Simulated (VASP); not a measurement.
TiAl5:

```
Ti Al
1.0
     5.02908    0.00000    0.00000
    -2.51454    4.35531    0.00000
     0.00000    0.00000    4.08733
Ti Al
1 5
Direct
  0.00000 0.00000 0.00000
  0.00000 0.50000 0.50000
  0.33333 0.66667 0.00000
  0.66667 0.33333 0.00000
  0.50000 0.00000 0.50000
  0.50000 0.50000 0.50000
```

| Quantity | Value |
| --- | --- |
| Program | VASP 6.6.1 |
| Task | relaxation of cell and atoms |
| Functional | PBE |
| Potentials or basis | VASP PAW PBE potentials, release 64 (Ti_sv, Al) |
| Cutoff | 600 eV |
| k mesh | 6 × 6 × 4 |
| Occupations | gaussian, width 0.1 eV |
| Spin | no spin polarisation |

At the start: pressure 18.2 GPa; volume 14.92 Å³/atom.

Problem. Where does the relaxation end?

Solution. Over 5 steps the energy falls by 132.3 meV/atom and the volume is 17.48 Å³/atom (+17.1 %); space group P6/mmm (No. 191, to 0.05 Å).

Step by step:
```
step  energy change (eV)  largest force (eV/Å)  pressure (GPa)  volume (Å³)
   1              0.0000                0.0000           18.22        89.53
   2             -0.6292                0.0000           -5.59       113.31
   3             -0.7920                0.0000           -0.07       104.71
   4             -0.7918                0.0000           -0.30       105.02
   5             -0.7937                0.0000           -0.21       104.87
```

Final structure:
```cif
data_structure
_symmetry_space_group_name_H-M 'P 1'
_symmetry_Int_Tables_number 1
_cell_length_a 5.2482
_cell_length_b 5.2482
_cell_length_c 4.3963
_cell_angle_alpha 90.000
_cell_angle_beta 90.000
_cell_angle_gamma 120.000
_cell_volume 104.87
loop_
_atom_site_label
_atom_site_type_symbol
_atom_site_fract_x
_atom_site_fract_y
_atom_site_fract_z
_atom_site_occupancy
Ti1 Ti 0.00000 0.00000 0.00000 1
Al1 Al 0.00000 0.50000 0.50000 1
Al2 Al 0.33333 0.66667 0.00000 1
Al3 Al 0.66667 0.33333 0.00000 1
Al4 Al 0.50000 0.00000 0.50000 1
Al5 Al 0.50000 0.50000 0.50000 1
```

Caveat: the k points lie up to 0.36 Å⁻¹ apart in the final cell; the volume moved by over 15 % at a fixed basis, so the end points are rough.
